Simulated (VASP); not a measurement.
# Mg2Si (Fm-3m) in VASP: single point with r2SCAN

Aim: the single point of Mg2Si with r2SCAN.

Everything below comes from runs of VASP 6.6.1. Logs are shortened: lines on timing, memory, paths and dates and some standing lists are left out, and cuts for length are marked.

## Step 1: The cell of the first run

It takes space group Fm-3m (No. 225, cubic). The conventional cell has a = 6.325 Å, b = 6.325 Å, c = 6.325 Å, α = 90.00°, β = 90.00°, γ = 90.00°. Si (site symmetry m-3m) has 8 Mg at 2.74 Å within 3.6 Å. Mg (site symmetry -43m) has 4 Si at 2.74 Å and 6 Mg at 3.16 Å within 3.6 Å.

## Step 2: Single point, r2SCAN

Input file POSCAR:

```
Mg2Si
1.0
    0.0000000000      3.1623750000      3.1623750000
    3.1623750000      0.0000000000      3.1623750000
    3.1623750000      3.1623750000      0.0000000000
Si Mg
1 2
Direct
    0.0000000000      0.0000000000      0.0000000000
    0.2500000000      0.2500000000      0.2500000000
    0.7500000000      0.7500000000      0.7500000000
```

Input file INCAR.step1:

```
SYSTEM = Mg2Si
PREC = Accurate
ENCUT = 660
ISMEAR = -1
SIGMA = 0.05
LREAL = .False.
LASPH = .True.
NELM = 120
NBANDS = 11
GGA = PE
ALGO = Normal
EDIFF = 1E-5
LWAVE = .True.
LCHARG = .False.
GGA_COMPAT = .False.
```

Input file INCAR.step2:

```
SYSTEM = Mg2Si
PREC = Accurate
ENCUT = 660
EDIFF = 1E-6
ISMEAR = -1
SIGMA = 0.05
LREAL = .False.
LASPH = .True.
NELM = 120
ALGO = Normal
ISIF = 2
LWAVE = .False.
LCHARG = .False.
METAGGA = R2SCAN
LMIXTAU = .True.
NBANDS = 11
ISTART = 1
GGA_COMPAT = .False.
```

Input file KPOINTS:

```
Automatic mesh
0
Gamma
  7 7 7
  0 0 0
```

Potentials or basis: VASP PAW PBE potentials, release 64 (Si, Mg).

On the command line:

```bash
cat potpaw_PBE.64/Si/POTCAR potpaw_PBE.64/Mg/POTCAR > POTCAR
cp INCAR.step1 INCAR
mpirun -np 1 vasp_std > vasp.out
cp INCAR.step2 INCAR
mpirun -np 1 vasp_std > vasp.out
```

OUTCAR:

```text
SYSTEM = Mg2Si
   PREC = Accurate
   ENCUT = 660
   EDIFF = 1E-6
   ISMEAR = -1
   LREAL = .False.
   LASPH = .True.
   NELM = 120
   ISIF = 2
   METAGGA = R2SCAN
   ISTART = 1

 ion  position               nearest neighbor table
   1  0.000  0.000  0.000-   3 2.74   3 2.74   3 2.74   2 2.74   3 2.74   2 2.74   2 2.74   2 2.74

   2  0.250  0.250  0.250-   1 2.74   1 2.74   1 2.74   1 2.74   3 3.16   3 3.16   3 3.16   3 3.16
                             3 3.16   3 3.16
   3  0.750  0.750  0.750-   1 2.74   1 2.74   1 2.74   1 2.74   2 3.16   2 3.16   2 3.16   2 3.16
                             2 3.16   2 3.16

  LATTYP: Found a face centered cubic cell.
 ALAT       =     6.3247500000

  Lattice vectors:

 A1 = (   0.0000000000,   3.1623750000,   3.1623750000)
 A2 = (   3.1623750000,   0.0000000000,   3.1623750000)
 A3 = (   3.1623750000,   3.1623750000,   0.0000000000)

Analysis of symmetry for initial positions (statically):
=====================================================================
 Subroutine PRICEL returns:
 Original cell was already a primitive cell.

 Routine SETGRP: Setting up the symmetry group for a
 face centered cubic supercell.

 Subroutine GETGRP returns: Found 48 space group operations
 (whereof 48 operations were pure point group operations)
 out of a pool of 48 trial point group operations.

The static configuration has the point symmetry O_h .

Analysis of symmetry for dynamics (positions and initial velocities):
=====================================================================
 Subroutine PRICEL returns:
 Original cell was already a primitive cell.

 Routine SETGRP: Setting up the symmetry group for a
 face centered cubic supercell.

 Subroutine GETGRP returns: Found 48 space group operations
 (whereof 48 operations were pure point group operations)
 out of a pool of 48 trial point group operations.

The dynamic configuration has the point symmetry O_h .

 Subroutine INISYM returns: Found 48 space group operations
 (whereof 48 operations are pure point group operations),
 and found     1 'primitive' translations

----------------------------------------------------------------------------------------

                                     Primitive cell

  volume of cell :      63.2514

  direct lattice vectors                    reciprocal lattice vectors
     0.000000000  3.162375000  3.162375000    -0.158109016  0.158109016  0.158109016
     3.162375000  0.000000000  3.162375000     0.158109016 -0.158109016  0.158109016
     3.162375000  3.162375000  0.000000000     0.158109016  0.158109016 -0.158109016

  length of vectors
     4.472273614  4.472273614  4.472273614     0.273852849  0.273852849  0.273852849

  position of ions in fractional coordinates (direct lattice)
     0.000000000  0.000000000  0.000000000
     0.250000000  0.250000000  0.250000000
     0.750000000  0.750000000  0.750000000

  ion indices of the primitive-cell ions
   primitive index   ion index
                 1           1
                 2           2
                 3           3

----------------------------------------------------------------------------------------

 KPOINTS: Automatic mesh

Automatic generation of k-mesh.
 Grid dimensions read from file:
 generate k-points for:    7    7    7

 Generating k-lattice:

  Cartesian coordinates                     Fractional coordinates (reciprocal lattice)
    -0.022587002  0.022587002  0.022587002     0.142857143  0.000000000  0.000000000
     0.022587002 -0.022587002  0.022587002     0.000000000  0.142857143  0.000000000
     0.022587002  0.022587002 -0.022587002     0.000000000  0.000000000  0.142857143

  Length of vectors
     0.039121836  0.039121836  0.039121836

  Shift w.r.t. Gamma in fractional coordinates (k-lattice)
     0.000000000  0.000000000  0.000000000

 Subroutine IBZKPT returns following result:
 ===========================================

 Found     20 irreducible k-points:

 Following reciprocal coordinates:
            Coordinates               Weight
  0.000000  0.000000  0.000000      1.000000
  0.142857  0.000000  0.000000      8.000000
  0.285714  0.000000  0.000000      8.000000
  0.428571  0.000000  0.000000      8.000000
  0.142857  0.142857  0.000000      6.000000
  0.285714  0.142857  0.000000     24.000000
[... 12 lines left out ...]
 -0.428571  0.428571  0.142857     24.000000
 -0.285714  0.428571  0.142857     24.000000
   k-points           NKPTS =     20   k-points in BZ     NKDIM =     20   number of bands    NBANDS=     11
   number of dos      NEDOS =    301   number of ions     NIONS =      3
   total plane-waves  NPLWV =  64000
   dimension x,y,z NGX =    40 NGY =   40 NGZ =   40
   dimension x,y,z NGXF=    80 NGYF=   80 NGZF=   80
   ions per type =               1   2
   NGX,Y,Z   is equivalent  to a cutoff of  14.87, 14.87, 14.87 a.u.
   NGXF,Y,Z  is equivalent  to a cutoff of  29.74, 29.74, 29.74 a.u.
 SYSTEM =  Mg2Si
   PREC   = accura    normal or accurate (medium, high low for compatibility)
   ISTART =      1    job   : 0-new  1-cont  2-samecut
   ICHARG =      0    charge: 1-file 2-atom 10-const
   ISPIN  =      1    spin polarized calculation?
   LNONCOLLINEAR =      F non collinear calculations
   LSORBIT =      F    spin-orbit coupling
   LASPH  =      T    aspherical Exc in radial PAW
   ENCUT  =  660.0 eV  48.51 Ry    6.96 a.u.   9.37  9.37  9.37*2*pi/ulx,y,z
   NELM   =    120;   NELMIN=  2; NELMDL=  0     # of ELM steps
   EDIFF  = 0.1E-05   stopping-criterion for ELM
   LREAL  =      F    real-space projection
   EDIFFG = 0.1E-04   stopping-criterion for IOM
   NSW    =      0    number of steps for IOM
   IBRION =     -1    ionic relax: 0-MD 1-quasi-New 2-CG
   NFREE  =      0    steps in history (QN), initial steepest desc. (CG)
   ISIF   =      2    stress and relaxation
   ISYM   =      2    0-nonsym 1-usesym 2-fastsym
   POTIM  = 0.5000    time-step for ionic-motion
   TEBEG  =    0.0;   TEEND  =   0.0 temperature during run
   PSTRESS=    0.0 pullay stress
   NELECT =       8.0000    total number of electrons
   NUPDOWN=      -1.0000    fix difference up-down
   EMIN   =  10.00;   EMAX   =-10.00  energy-range for DOS
[... 5 lines left out ...]
     AMIX     =   0.40;   BMIX     =  1.00
     AMIX_MAG =   1.60;   BMIX_MAG =  1.00
  volume/ion in A,a.u.               =      21.08       142.28
  Fermi-wavevector in a.u.,A,eV,Ry     =   0.821766  1.552912  9.188004  0.675299
  Thomas-Fermi vector in A             =   1.932983
   LORBIT       =      0    0 simple, 1 ext, 2 COOP (PROOUT), +10 PAW based schemes
   METAGGA = R2SCAN    functional components
   LHFCALC =     F    Hartree Fock is set to
   AEXX    =    0.0000 exact exchange contribution
   IVDW    =     0    specifies the selected vdW correction
   LEPSILON=     F    determine dielectric tensor
   LRPA    =     F    only Hartree local field effects (RPA)
 non-spin polarized calculation
  energy-cutoff  :      660.00
  volume of cell :       63.25
 maximum number of plane-waves:      2461
 NGX is ok and might be reduce to    40
   NGX = 19   NGY = 19   NGZ = 19

 number of electron       8.0000000 magnetization

 Free energy of the ion-electron system (eV)
  ---------------------------------------------------
  ext. energy  EPLUGINS =         0.00000000
  ---------------------------------------------------
  free energy    TOTEN  =       -17.68014350 eV

  energy without entropy =      -17.68007762  energy(sigma->0) =      -17.68011056

 E-fermi :   3.8712     XC(G=0):  -9.2294

 val. band max:        3.5997313480   @ k =   0.0000   0.0000   0.0000
 cond. band min:       4.1762587948   @ k =   0.4286   0.4286   0.0000
 fundamental gap:      0.5765274467
 Fermi energy:         3.8711796183

 k-point     1 :       0.0000    0.0000    0.0000
  band No.  band energies     occupation
      1      -5.9715      2.00000
      2       3.5997      1.99126
      3       3.5997      1.99126
      4       3.5997      1.99126
      5       6.1355      0.00000
      6       6.4498      0.00000
      7       6.4498      0.00000
      8       6.4498      0.00000
      9       9.5711      0.00000
     10       9.5711      0.00000
     11      11.2498      0.00000

 k-point     2 :       0.1429    0.0000    0.0000
  band No.  band energies     occupation
      1      -5.7780      2.00000
      2       2.2160      2.00000
      3       3.3975      1.99985
      4       3.3975      1.99985
      5       6.0729      0.00000
      6       6.8018      0.00000
      7       6.8018      0.00000
      8       7.6491      0.00000
      9       8.9395      0.00000
     10       8.9395      0.00000
     11      11.0986      0.00000

 k-point     3 :       0.2857    0.0000    0.0000
  band No.  band energies     occupation
      1      -5.2396      2.00000
      2       0.2897      2.00000
      3       3.0721      2.00000
      4       3.0721      2.00000
      5       5.6503      0.00000
      6       6.8420      0.00000
      7       6.8420      0.00000
      8       9.3334      0.00000
      9       9.3334      0.00000
     10       9.3373      0.00000
     11      10.6951      0.00000

 k-point     4 :       0.4286    0.0000    0.0000
  band No.  band energies     occupation
      1      -4.5934      2.00000
      2      -1.1072      2.00000
      3       2.8808      2.00000
      4       2.8808      2.00000
      5       5.3973      0.00000
      6       6.4841      0.00000
      7       6.4841      0.00000
      8       9.3058      0.00000
      9      11.1564      0.00000
     10      11.1564      0.00000
     11      12.3608      0.00000

 k-point     5 :       0.1429    0.1429    0.0000
  band No.  band energies     occupation
      1      -5.7130      2.00000
      2       2.4507      2.00000
      3       2.9578      2.00000
      4       2.9578      2.00000
      5       5.8708      0.00000
      6       6.9477      0.00000
      7       7.4606      0.00000
      8       7.4606      0.00000
      9       8.2790      0.00000
     10       9.8904      0.00000
     11      12.1686      0.00000
[... 155 lines left out ...]
 k-point    17 :       0.4286    0.2857    0.1429
  band No.  band energies     occupation
      1      -4.7902      2.00000
      2       0.2385      2.00000
      3       1.3024      2.00000
      4       2.3745      2.00000
      5       6.2321      0.00000
      6       6.2574      0.00000
      7       7.2665      0.00000
      8       9.1451      0.00000
      9       9.8085      0.00000
     10      12.7040      0.00000
     11      12.9970      0.00000

 k-point    18 :      -0.4286    0.2857    0.1429
  band No.  band energies     occupation
      1      -4.2227      2.00000
      2      -0.6397      2.00000
      3       0.8175      2.00000
      4       1.9299      2.00000
      5       6.0930      0.00000
      6       6.6498      0.00000
      7       8.0527      0.00000
      8       9.1964      0.00000
      9      10.4651      0.00000
     10      11.7448      0.00000
     11      12.9921      0.00000

 k-point    19 :      -0.4286    0.4286    0.1429
  band No.  band energies     occupation
      1      -3.9975      2.00000
      2      -0.5433      2.00000
      3       0.7789      2.00000
      4       1.2325      2.00000
      5       5.3789      0.00000
      6       5.7867      0.00000
      7       8.7751      0.00000
      8      10.7600      0.00000
      9      11.4361      0.00000
     10      12.4809      0.00000
     11      13.7632      0.00000

 k-point    20 :      -0.2857    0.4286    0.1429
  band No.  band energies     occupation
      1      -3.8844      2.00000
      2      -0.2613      2.00000
      3      -0.1032      2.00000
      4       1.2991      2.00000
      5       5.8147      0.00000
      6       7.4969      0.00000
      7       8.3613      0.00000
      8       8.4794      0.00000
      9      11.4523      0.00000
     10      11.8301      0.00000
     11      14.1893      0.00000

------------------------ aborting loop because EDIFF is reached ----------------------------------------

  FORCE on cell =-STRESS in cart. coord.  units (eV):
  Direction    XX          YY          ZZ          XY          YZ          ZX
  --------------------------------------------------------------------------------------
  -------------------------------------------------------------------------------------
  Total        0.0316707      0.0316707      0.0316707     -0.0000000      0.0000000     -0.0000000
  in kB        0.8022289      0.8022289      0.8022289     -0.0000000      0.0000000     -0.0000000
  external PRESSURE =       0.8022289 kB  Pullay stress =       0.0000000 kB

 VOLUME and BASIS-vectors are now :
 -----------------------------------------------------------------------------
  energy-cutoff  :      660.00
  volume of cell :       63.25
      direct lattice vectors                 reciprocal lattice vectors
     0.000000000  3.162375000  3.162375000    -0.158109016  0.158109016  0.158109016
     3.162375000  0.000000000  3.162375000     0.158109016 -0.158109016  0.158109016
     3.162375000  3.162375000  0.000000000     0.158109016  0.158109016 -0.158109016

 POSITION                                       TOTAL-FORCE (eV/Angst)
 -----------------------------------------------------------------------------------
      0.00000      0.00000      0.00000        -0.000000      0.000000     -0.000000
      1.58119      1.58119      1.58119         0.000000      0.000000      0.000000
      4.74356      4.74356      4.74356        -0.000000     -0.000000     -0.000000
 -----------------------------------------------------------------------------------
    total drift:                               -0.000000      0.000000      0.000000

  FREE ENERGIE OF THE ION-ELECTRON SYSTEM (eV)
  ---------------------------------------------------
  free  energy   TOTEN  =       -17.6801434950 eV

  energy  without entropy=      -17.6800776154  energy(sigma->0) =      -17.68011056
```

It took 2.8 min on 1 thread of AMD EPYC 7R13, shared host; peak memory 0.23 GiB.

Results:

```
Free energy            : -17.6801 eV
Pressure               : 0.1 GPa
Band gap on the k mesh : 0.58 eV, indirect (least direct gap 2.52 eV)
```

Caveat: the PAW data sets were made with another functional, which shifts forces and pressure a little.
